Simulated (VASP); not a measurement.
Wanted: the native input for a VASP 6.6.1 run.

| Quantity | Value |
| --- | --- |
| Task | single point |
| Functional | r2SCAN |
| Potentials or basis | VASP PAW PBE potentials, release 64 (In_d, Se) |
| Cutoff | 520 eV |
| k mesh | 8 × 8 × 2 |
| Occupations | gaussian, width 0.05 eV |
| Spin | no spin polarisation |
| Dipole correction | no |
| Further INCAR settings | ALGO = Normal; EDIFF = 1e-07; NBANDS = 69 |

Crystal: InSe.

```
In Se
1.0
    -2.00000   -3.46410    0.00000
     2.00000   -3.46410    0.00000
     0.00000    0.00000   26.95001
In Se
6 6
Direct
  0.00000 0.00000 0.71957
  0.33333 0.33333 0.10238
  0.66667 0.66667 0.41097
  0.00000 0.00000 0.82344
  0.33333 0.33333 0.20625
  0.66667 0.66667 0.51485
  0.00000 0.00000 0.36360
  0.33333 0.33333 0.67220
  0.66667 0.66667 0.05501
  0.00000 0.00000 0.56219
  0.33333 0.33333 0.87078
  0.66667 0.66667 0.25359
```

This cell differs from its parent crystal: the distance across one plane changed.

One way to write it, as run:

POSCAR

```
InSe
1.0
   -1.9999996503     -3.4641010095      0.0000000000
    1.9999996503     -3.4641010095      0.0000000000
    0.0000000000      0.0000000000     26.9500100000
In Se
6 6
Direct
    0.0000000000      0.0000000000      0.7195691309
    0.3333333333      0.3333333333      0.1023767810
    0.6666666667      0.6666666667      0.4109729559
    1.0000000000      1.0000000000      0.8234426033
    0.3333333333      0.3333333333      0.2062502535
    0.6666666667      0.6666666667      0.5148464284
    1.0000000000      1.0000000000      0.3636034431
    0.3333333333      0.3333333333      0.6721996180
    0.6666666667      0.6666666667      0.0550072682
    1.0000000000      1.0000000000      0.5621850817
    0.3333333333      0.3333333333      0.8707812566
    0.6666666667      0.6666666667      0.2535889067
```

INCAR.step1

```
  ALGO = Normal
  EDIFF = 1E-4
  ENCUT = 520
  GGA = PE
  ISMEAR = 0
  LASPH = True
  LCHARG = False
  LREAL = False
  LWAVE = True
  NBANDS = 69
  NELM = 100
  PREC = Accurate
  SIGMA = 0.05
```

INCAR.step2

```
  ALGO = Normal
  EDIFF = 1E-7
  ENCUT = 520
  ISIF = 2
  ISMEAR = 0
  ISTART = 1
  LASPH = True
  LCHARG = False
  LMIXTAU = True
  LREAL = False
  LWAVE = False
  METAGGA = R2SCAN
  NBANDS = 69
  NELM = 100
  PREC = Accurate
  SIGMA = 0.05
```

KPOINTS

```
k-points
0
Gamma
  8 8 2
```

Potentials or basis: VASP PAW PBE potentials, release 64 (In_d, Se).

Command:

```console
$ cat potpaw_PBE.64/In_d/POTCAR potpaw_PBE.64/Se/POTCAR > POTCAR
$ cp INCAR.step1 INCAR
$ mpirun -np 1 vasp_std > vasp.out
$ cp INCAR.step2 INCAR
$ mpirun -np 1 vasp_std > vasp.out
```

Results of the run:

```json
{
 "Pressure": "1.0 GPa",
 "Largest force": "0.105 eV/Å",
 "Band gap on the k mesh": "1.18 eV"
}
```

Caveat: the cell differs from its parent crystal (the distance across one plane changed); the PAW data sets were made with another functional, which shifts forces and pressure a little; spin-orbit coupling is left out, which moves the levels of the heavy elements.

Run time: 67 min on 1 thread of Oxide Virtual Turin-like Processor, on a shared host, peak memory 0.67 GiB.
